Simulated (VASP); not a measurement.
SiC, 2 atoms in the cell. It takes space group Fm-3m (No. 225, cubic). Conventional cell: a = 4.032 Å, b = 4.032 Å, c = 4.032 Å, α = 90.00°, β = 90.00°, γ = 90.00°. C (site symmetry m-3m) has 6 Si at 2.02 Å within 2.7 Å. Si (site symmetry m-3m) has 6 C at 2.02 Å within 2.7 Å. 

| Property | Result |
| --- | --- |
| Program | VASP 6.6.1 |
| Task | single point |
| Functional | PBEsol |
| Potentials or basis | VASP PAW PBE potentials, release 64 (C, Si) |
| Cutoff | 520 eV |
| k mesh | 18 × 18 × 18 |
| Occupations | gaussian, width 0.05 eV |
| Spin | no spin polarisation |
| Dipole correction | no |
| Further INCAR settings | ALGO = Normal; EDIFF = 1e-07; NBANDS = 11 |

Potentials or basis: VASP PAW PBE potentials, release 64 (C, Si).

The run is started by

```console
$ cat potpaw_PBE.64/C/POTCAR potpaw_PBE.64/Si/POTCAR > POTCAR
$ mpirun -np 1 vasp_std > vasp.out
```

Hardware: 1 thread of Intel Xeon 8259CL, with other jobs on the host.

How long does it take, and how much memory?

Wall time 40 s on 1 thread of Intel Xeon 8259CL, on a shared host, peak memory 0.15 GiB. Counts: scf iterations 13, k points 195.
